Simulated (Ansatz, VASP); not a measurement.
**One calculation of ZrGa2Se2, two programs**

INCAR

```
ALGO     = Normal         # electronic algorithm
EDIFF    = 1E-6           # SCF threshold, eV
EDIFFG   = -0.04          # ionic threshold
ENCUT    = 600            # plane-wave cutoff, eV
GGA      = PE             # functional
IBRION   = 2              # ionic algorithm
ISIF     = 3              # what is computed and relaxed
ISMEAR   = 0              # smearing method
LASPH    = T              # aspherical terms in the spheres
LCHARG   = F              # write CHGCAR
LREAL    = F              # projectors in reciprocal space
LWAVE    = F              # write WAVECAR
NELM     = 100            # most SCF steps
NSW      = 90             # ionic steps
PREC     = Accurate       # precision mode
SIGMA    = 0.1            # smearing width, eV
```

File KPOINTS:

```
k-points
0
Gamma
  6 6 4
```

POSCAR

```
ZrGa2Se2
1.0
    4.2602523600      0.0000000000      0.0000000000
   -2.1301261800      3.6894867700      0.0000000000
    0.0000000000      0.0000000000      7.1450443000
Zr Ga Se
1 2 2
Direct
    0.0000000000      0.0000000000      0.0000000000
    0.3333333300      0.6666666700      0.6348713000
    0.6666666700      0.3333333300      0.3651287000
    0.6666666700      0.3333333300      0.7456747900
    0.3333333300      0.6666666700      0.2543252100
```

Input for Ansatz:

```yaml
crystal:
  lattice:
    - [4.26025236, 0.0, 0.0]
    - [-2.13012618, 3.68948677, 0.0]
    - [0.0, 0.0, 7.1450443]
  atoms:
    - { symbol: Zr, position: [0.0, 0.0, 0.0] }
    - { symbol: Ga, position: [0.33333333, 0.66666667, 0.6348713] }
    - { symbol: Ga, position: [0.66666667, 0.33333333, 0.3651287] }
    - { symbol: Se, position: [0.66666667, 0.33333333, 0.74567479] }
    - { symbol: Se, position: [0.33333333, 0.66666667, 0.25432521] }
basis:
  ecutwfc: 420
kpoints:
  mp_grid: { grid: [6, 6, 4] }
hamiltonian:
  xc: pbe
scf:
  occupations: { method: gaussian, width: 0.1 }
  lower_state_search: "off"
output:
  forces: true
  stress: true
  eigenvalues: true
relax:
  adjacent_minimum: "off"
  f_tol: 0.04
  max_steps: 70
  cell: { stress_tol: 0.4 }
```

Change from the starting cell: species swapped into the SrCd2P2 type (P-3m1, No. 164).

Alike in both runs: task relaxation of cell and atoms; functional PBE; k mesh 6 × 6 × 4; occupations gaussian, width 0.1 eV; no spin polarisation.

```csv
,VASP,Ansatz
version,VASP 6.6.1,Ansatz 0.2.0
potentials or method,"VASP PAW PBE potentials, release 64 (Zr_sv, Ga_d, Se), cutoff 600 eV","scalar-relativistic, plane waves, PAW"
valence electrons in the cell,50,70
```

|  | VASP | Ansatz | Ansatz less VASP |
| --- | --- | --- | --- |
| gap on the k mesh at the Fermi level, each at its own relaxed structure (eV) | none | none | - |
| relaxed volume (Å³/atom) | 23.17 | 23.01 | -0.156 |
| relaxed cell length with the largest relative difference (Å) | 9.629 | 9.579 | -0.0496 |

A gap of «none» marks a metal or a gap that the smearing closes. VASP's potentials hold 50 valence electrons a cell and Ansatz's 70, so a difference there can come from the potentials and not from the codes.
